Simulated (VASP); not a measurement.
C, 2 atoms in the cell. Symmetry: I4_1/amd, No. 141, tetragonal system. The conventional cell has a = 2.689 Å, b = 2.689 Å, c = 3.453 Å, α = 90.00°, β = 90.00°, γ = 90.00°. Within 2.1 Å of C (site symmetry -4m2) lie 4 C at 1.60 Å.  This cell differs from its parent crystal: volume 6.242 Å^3 an atom, c/a of the conventional cell 0.9080.

| Property | Result |
| --- | --- |
| Program | VASP 6.6.1 |
| Task | single point |
| Functional | PBE |
| Potentials or basis | VASP PAW PBE potentials, release 64 (C) |
| Cutoff | 520 eV |
| k mesh | 12 × 12 × 12 |
| Occupations | gaussian, width 0.05 eV |
| Spin | no spin polarisation |
| Dipole correction | no |
| Further INCAR settings | ALGO = Normal; EDIFF = 1e-06; NBANDS = 11 |

Potentials or basis: VASP PAW PBE potentials, release 64 (C).

Command:

```bash
$ cat potpaw_PBE.64/C/POTCAR > POTCAR
$ mpirun -np 1 vasp_std > vasp.out
```

Hardware: 1 thread of Intel(R) Xeon(R) Platinum 8488C (Sapphire Rapids) (shared host).

Problem. How long does it take, and how much memory?

Solution. Run time: 12 s on 1 thread of Intel(R) Xeon(R) Platinum 8488C (Sapphire Rapids) (shared host), peak memory 0.13 GiB. Counts: scf iterations 11, k points 163.
